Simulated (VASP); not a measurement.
Runs of VASP 6.6.1 on TiH. The structure is that of space group P4_2/mmc (No. 131), or close to it. The cells are those of the table. 

| cell | gap on the mesh (eV) | pressure (GPa) |
| --- | --- | --- |
| a = 2.967, b = 2.967, c = 4.598 Å, 4 atoms | none | -8.5 |
| a = 2.887, b = 2.887, c = 4.475 Å, 4 atoms | none | (b) |
| a = 2.986, b = 2.986, c = 4.628 Å, 4 atoms | none | -10.6 |
| a = 2.908, b = 2.908, c = 4.506 Å, 4 atoms | none | -1.0 |
| a = 3.005, b = 3.005, c = 4.658 Å, 4 atoms | none | (a) |

Alike in all rows: task single point; level LDA; potentials or basis VASP PAW LDA potentials, release 64 (Ti_sv, H); no spin polarisation; k mesh 8 × 8 × 5; cutoff (eV) 520; smearing fermi-dirac 0.15 eV.

Fill in the values left out.

(a) -12.4; (b) 2.0.

Caveats: the cell stands under tension (at least some runs).

A gap of «none» marks levels without a gap at the run's occupations.
